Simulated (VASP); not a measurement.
Runs of VASP 6.6.1 on Rh. The structure is that of space group P6_3/mmc (No. 194), or close to it. The cells are those of the table. This isn't the form of Rh at room conditions, which is fcc.

| fixed moment (μB) | cell | pressure (GPa) | moment (μB) |
| --- | --- | --- | --- |
| 1.75 | a = 2.550, b = 2.550, c = 4.104 Å, angles 90.0, 90.0, 120.0°, 2 atoms | 91.6 | 1.75 |
| 0.5 | a = 2.611, b = 2.611, c = 4.202 Å, angles 90.0, 90.0, 120.0°, 2 atoms | (a) | 0.50 |
| 2.0 | a = 2.778, b = 2.778, c = 4.471 Å, angles 90.0, 90.0, 120.0°, 2 atoms | -7.5 | 2.00 |
| 0.5 | a = 2.725, b = 2.725, c = 4.385 Å, angles 90.0, 90.0, 120.0°, 2 atoms | (b) | 0.50 |
| 1.25 | a = 2.550, b = 2.550, c = 4.104 Å, angles 90.0, 90.0, 120.0°, 2 atoms | 87.9 | 1.25 |

Alike in all rows: task single point; level PBE; potentials or basis VASP PAW PBE potentials, release 64 (Rh_pv); spin collinear, ferromagnetic start; k mesh 21 × 21 × 12; cutoff (eV) 500; smearing gaussian 0.15 eV.

Task: Estimate the missing entries.

Result: (a) 46.0; (b) 0.6.

Caveats: the total moment is fixed, so each spin has its own Fermi level; the cell stands under pressure (at least some runs); the cell stands under tension (at least some runs).
